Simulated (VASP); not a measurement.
# CdS (F-43m) in VASP: single point with HSE06

Aim: the single point of CdS with HSE06.

All numbers are computed with VASP 6.6.1; they aren't measurements. Logs are shortened: lines on timing, memory, paths and dates and some standing lists are left out, and cuts for length are marked.

### 1 The cell of the first run

Symmetry: F-43m, No. 216, cubic system. Conventional cell: a = 5.878 Å, b = 5.878 Å, c = 5.878 Å, α = 90.00°, β = 90.00°, γ = 90.00°. Within 3.4 Å of Cd (site symmetry -43m) lie 4 S at 2.55 Å. Within 3.4 Å of S (site symmetry -43m) lie 4 Cd at 2.55 Å.

### 2 Single point, HSE06

File POSCAR:

```
CdS
1.0
    0.0000000000      2.9392138883      2.9392138883
    2.9392138883      0.0000000000      2.9392138883
    2.9392138883      2.9392138883      0.0000000000
Cd S
1 1
Direct
    0.0000000000      0.0000000000      0.0000000000
    0.2500000000      0.2500000000      0.2500000000
```

File INCAR.step1:

```
SYSTEM = CdS
  PREC = Accurate
  ENCUT = 520
  EDIFF = 1E-5
  ISMEAR = 0
  SIGMA = 0.01
  LREAL = .FALSE.
  LASPH = .TRUE.
  NELM = 60
  ALGO = Normal
  ISIF = 2
  LWAVE = .TRUE.
  LCHARG = .FALSE.
  NBANDS = 16
  GGA = PE
```

File INCAR.step2:

```
SYSTEM = CdS
  PREC = Accurate
  ENCUT = 520
  EDIFF = 1E-6
  ISMEAR = 0
  SIGMA = 0.01
  LREAL = .FALSE.
  LASPH = .TRUE.
  NELM = 60
  ALGO = Normal
  ISIF = 2
  LWAVE = .FALSE.
  LCHARG = .FALSE.
  GGA = PE
  LHFCALC = .TRUE.
  HFSCREEN = 0.2079
  PRECFOCK = Normal
  NBANDS = 16
  ISTART = 1
```

File KPOINTS:

```
Automatic mesh
0
G
  6 6 6
  0 0 0
```

Potentials or basis: VASP PAW PBE potentials, release 64 (Cd, S).

Command:

```console
cat potpaw_PBE.64/Cd/POTCAR potpaw_PBE.64/S/POTCAR > POTCAR
cp INCAR.step1 INCAR
mpirun -np 1 vasp_std > vasp.out
cp INCAR.step2 INCAR
mpirun -np 1 vasp_std > vasp.out
```

OUTCAR:

```text
SYSTEM = CdS
   PREC = Accurate
   ENCUT = 520
   EDIFF = 1E-6
   ISMEAR = 0
   LREAL = .FALSE.
   LASPH = .TRUE.
   NELM = 60
   ISIF = 2
   GGA = PE
   LHFCALC = .TRUE.
   HFSCREEN = 0.2079
   PRECFOCK = Normal
   ISTART = 1

 ion  position               nearest neighbor table
   1  0.000  0.000  0.000-   2 2.55   2 2.55   2 2.55   2 2.55
   2  0.250  0.250  0.250-   1 2.55   1 2.55   1 2.55   1 2.55

  LATTYP: Found a face centered cubic cell.
 ALAT       =     5.8784277766

  Lattice vectors:

 A1 = (   0.0000000000,   2.9392138883,   2.9392138883)
 A2 = (   2.9392138883,   0.0000000000,   2.9392138883)
 A3 = (   2.9392138883,   2.9392138883,   0.0000000000)

Analysis of symmetry for initial positions (statically):
=====================================================================
 Subroutine PRICEL returns:
 Original cell was already a primitive cell.

 Routine SETGRP: Setting up the symmetry group for a
 face centered cubic supercell.

 Subroutine GETGRP returns: Found 24 space group operations
 (whereof 24 operations were pure point group operations)
 out of a pool of 48 trial point group operations.

The static configuration has the point symmetry T_d .

Analysis of symmetry for dynamics (positions and initial velocities):
=====================================================================
 Subroutine PRICEL returns:
 Original cell was already a primitive cell.

 Routine SETGRP: Setting up the symmetry group for a
 face centered cubic supercell.

 Subroutine GETGRP returns: Found 24 space group operations
 (whereof 24 operations were pure point group operations)
 out of a pool of 48 trial point group operations.

The dynamic configuration has the point symmetry T_d .

 Subroutine INISYM returns: Found 24 space group operations
 (whereof 24 operations are pure point group operations),
 and found     1 'primitive' translations

----------------------------------------------------------------------------------------

                                     Primitive cell

  volume of cell :      50.7836

  direct lattice vectors                    reciprocal lattice vectors
     0.000000000  2.939213888  2.939213888    -0.170113513  0.170113513  0.170113513
     2.939213888  0.000000000  2.939213888     0.170113513 -0.170113513  0.170113513
     2.939213888  2.939213888  0.000000000     0.170113513  0.170113513 -0.170113513

  length of vectors
     4.156676144  4.156676144  4.156676144     0.294645248  0.294645248  0.294645248
[... 79 lines left out ...]
   ISYM   =      3    0-nonsym 1-usesym 2-fastsym
   POTIM  = 0.5000    time-step for ionic-motion
   TEBEG  =    0.0;   TEEND  =   0.0 temperature during run
   PSTRESS=    0.0 pullay stress
   NELECT =      18.0000    total number of electrons
   NUPDOWN=      -1.0000    fix difference up-down
   EMIN   =  10.00;   EMAX   =-10.00  energy-range for DOS
   EFERMI =   0.00;   METHOD = LEGACY
   ISMEAR =     0;   SIGMA  =   0.01  broadening in eV -4-tet -1-fermi 0-gaus
   EFERMI_NEDOS =   21; number of points for ismear=-14 and -15
   IALGO  =     38    algorithm
   IMIX   =      1    mixing-type and parameters
     AMIX     =   0.40;   BMIX     =  1.00
     AMIX_MAG =   1.60;   BMIX_MAG =  1.00
  volume/ion in A,a.u.               =      25.39       171.35
  Fermi-wavevector in a.u.,A,eV,Ry     =   1.158576  2.189391 18.263073  1.342298
  Thomas-Fermi vector in A             =   2.295177
   LORBIT       =      0    0 simple, 1 ext, 2 COOP (PROOUT), +10 PAW based schemes
   GGA     = PE    functional components
   LHFCALC =     T    Hartree Fock is set to
   PRECFOCK=normal    Normal, Fast or Accurate (Low or Medium for compatibility)
   ENCUT4O =  -1.0   cutoff for four orbital integrals eV
   NKREDX  =     1    reduce k-point grid by
   NKREDY  =     1    reduce k-point grid by
   NKREDZ  =     1    reduce k-point grid by
   AEXX    =    0.2500 exact exchange contribution
   HFSCREEN=    0.2079 screening length (either q_TF or 0.3 A-1)
   HFSCREENC=   0.2079 screening length for correlation (either q_TF or 0.3 A-1)
   ENCUTFOCK=  -1.0 apply spherical cutoff to Coloumb kernel
   IVDW    =     0    specifies the selected vdW correction
   LEPSILON=     F    determine dielectric tensor
   LRPA    =     F    only Hartree local field effects (RPA)
 non-spin polarized calculation
 Gauss-broadening in eV      SIGMA  =   0.01
  energy-cutoff  :      520.00
  volume of cell :       50.78
 maximum number of plane-waves:      1381
  NGX = 24; NGY = 24; NGZ = 24

 number of electron      18.0000005 magnetization

 Free energy of the ion-electron system (eV)
  ---------------------------------------------------
  ext. energy  EPLUGINS =         0.00000000
  ---------------------------------------------------
  free energy    TOTEN  =        -7.62039430 eV

  energy without entropy =       -7.62039430  energy(sigma->0) =       -7.62039430

 E-fermi :   0.5627     XC(G=0):  -7.5074

 val. band max:        0.4709875733   @ k =   0.0000   0.0000   0.0000
 cond. band min:       2.5810210204   @ k =   0.0000   0.0000   0.0000
 fundamental gap:      2.1100334471
 Fermi energy:         0.5627256463

 k-point     1 :       0.0000    0.0000    0.0000
  band No.  band energies     occupation
      1     -12.9431      2.00000
      2      -8.3082      2.00000
      3      -8.3081      2.00000
      4      -8.3081      2.00000
      5      -7.8556      2.00000
      6      -7.8556      2.00000
[... 281 lines left out ...]
      3      -8.0579      2.00000
      4      -7.9308      2.00000
      5      -7.8178      2.00000
      6      -7.2491      2.00000
[... 8 lines left out ...]
     15      15.0599      0.00000
     16      15.1051      0.00000

------------------------ aborting loop because EDIFF is reached ----------------------------------------

  FORCE on cell =-STRESS in cart. coord.  units (eV):
  Direction    XX          YY          ZZ          XY          YZ          ZX
  --------------------------------------------------------------------------------------
  -------------------------------------------------------------------------------------
  Total        0.1596616      0.1596616      0.1596616      0.0000000      0.0000000     -0.0000000
  in kB        5.0371789      5.0371789      5.0371789      0.0000000      0.0000000     -0.0000000
  external PRESSURE =       5.0371789 kB  Pullay stress =       0.0000000 kB

 VOLUME and BASIS-vectors are now :
 -----------------------------------------------------------------------------
  energy-cutoff  :      520.00
  volume of cell :       50.78
      direct lattice vectors                 reciprocal lattice vectors
     0.000000000  2.939213888  2.939213888    -0.170113513  0.170113513  0.170113513
     2.939213888  0.000000000  2.939213888     0.170113513 -0.170113513  0.170113513
     2.939213888  2.939213888  0.000000000     0.170113513  0.170113513 -0.170113513

 POSITION                                       TOTAL-FORCE (eV/Angst)
 -----------------------------------------------------------------------------------
      0.00000      0.00000      0.00000        -0.000000     -0.000000     -0.000000
      1.46961      1.46961      1.46961         0.000000      0.000000      0.000000
 -----------------------------------------------------------------------------------
    total drift:                                0.000066      0.000060      0.000043

  FREE ENERGIE OF THE ION-ELECTRON SYSTEM (eV)
  ---------------------------------------------------
  free  energy   TOTEN  =        -7.6203943047 eV

  energy  without entropy=       -7.6203943047  energy(sigma->0) =       -7.62039430
```

It took 25 min on 1 thread of Intel Xeon 6975P-C (Granite Rapids), shared host; peak memory 0.29 GiB.

What came out:

| Item | Value |
| --- | --- |
| Free energy | -7.6204 eV |
| Pressure | 0.5 GPa |
| Band gap on the k mesh | 2.11 eV |

Levels at points of the mesh, in eV from the valence-band top:
```
           k point  band 7  band 8  band 9  band 10  band 11  band 12
(0.00, 0.00, 0.00)    0.00    0.00    0.00     2.11     7.71     7.71
(0.50, 0.00, 0.00)   -4.54   -0.77   -0.77     4.07     8.15     8.15
(0.50, 0.50, 0.00)   -4.11   -1.93   -1.93     4.48     5.44    10.43
```

Caveat: the PAW data sets were made with another functional, which shifts forces and pressure a little.
